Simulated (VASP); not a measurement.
Wanted: the native input for a VASP 6.6.1 run.

* Task: single point
* Functional: PBE
* Potentials or basis: VASP PAW PBE potentials, release 64 (Hg, Te)
* Cutoff: 520 eV
* k mesh: 12 × 12 × 12
* Occupations: gaussian, width 0.1 eV
* Spin: no spin polarisation
* Dipole correction: no
* k mesh for the DOS: 18 × 18 × 18
* Occupations for the DOS: tetrahedron
* Further INCAR settings: ALGO = Normal; EDIFF = 1e-07

HgTe:

```
Hg Te
1.0
     0.00000    3.32641    3.32641
     3.32641    0.00000    3.32641
     3.32641    3.32641    0.00000
Hg Te
1 1
Direct
  0.00000 0.00000 0.00000
  0.25000 0.25000 0.25000
```

One way to write it, as run:

POSCAR

```
HgTe
1.0
    0.0000000000      3.3264077998      3.3264077998
    3.3264077998      0.0000000000      3.3264077998
    3.3264077998      3.3264077998      0.0000000000
Hg Te
1 1
Direct
    0.0000000000      0.0000000000      0.0000000000
    0.2500000000      0.2500000000      0.2500000000
```

INCAR.step1

```
PREC     = Accurate       # precision mode
ENCUT    = 520            # plane-wave cutoff, eV
EDIFF    = 1E-7           # SCF threshold, eV
ISMEAR   = 0              # smearing method
SIGMA    = 0.1            # smearing width, eV
LREAL    = F              # projectors in reciprocal space
LASPH    = T              # aspherical terms in the spheres
NELM     = 100            # most SCF steps
ALGO     = Normal         # electronic algorithm
ISIF     = 2              # what is computed and relaxed
LWAVE    = F              # write WAVECAR
LCHARG   = T              # write CHGCAR
GGA      = PE             # functional
NBANDS   = 16             # bands
```

KPOINTS.step1

```
Automatic mesh
0
Gamma
  12 12 12
```

INCAR.step2

```
PREC     = Accurate       # precision mode
ENCUT    = 520            # plane-wave cutoff, eV
EDIFF    = 1E-7           # SCF threshold, eV
ISMEAR   = -5             # smearing method
SIGMA    = 0.1            # smearing width, eV
LREAL    = F              # projectors in reciprocal space
LASPH    = T              # aspherical terms in the spheres
NELM     = 100            # most SCF steps
ALGO     = Normal         # electronic algorithm
ISIF     = 2              # what is computed and relaxed
LWAVE    = F              # write WAVECAR
LCHARG   = F              # write CHGCAR
GGA      = PE             # functional
LORBIT   = 10             # projections on sites
NEDOS    = 1001           # points of the DOS
ICHARG   = 11             # starting density
```

KPOINTS.step2

```
Automatic mesh
0
Gamma
  18 18 18
```

Potentials or basis: VASP PAW PBE potentials, release 64 (Hg, Te).

The run is started by

```sh
$ cat potpaw_PBE.64/Hg/POTCAR potpaw_PBE.64/Te/POTCAR > POTCAR
$ cp INCAR.step1 INCAR
$ cp KPOINTS.step1 KPOINTS
$ mpirun -np 1 vasp_std > vasp.out
$ cp INCAR.step2 INCAR
$ cp KPOINTS.step2 KPOINTS
$ mpirun -np 1 vasp_std > vasp.out
```

It gave:

```json
{"Valence electrons inside the program's atomic spheres": "Hg 10.46; Te 3.34"}
```

Run time: 2.8 min on 1 thread of Intel(R) Xeon(R) Platinum 8259CL CPU @ 2.50GHz (Skylake/Cascade Lake) (shared host), peak memory 0.36 GiB.
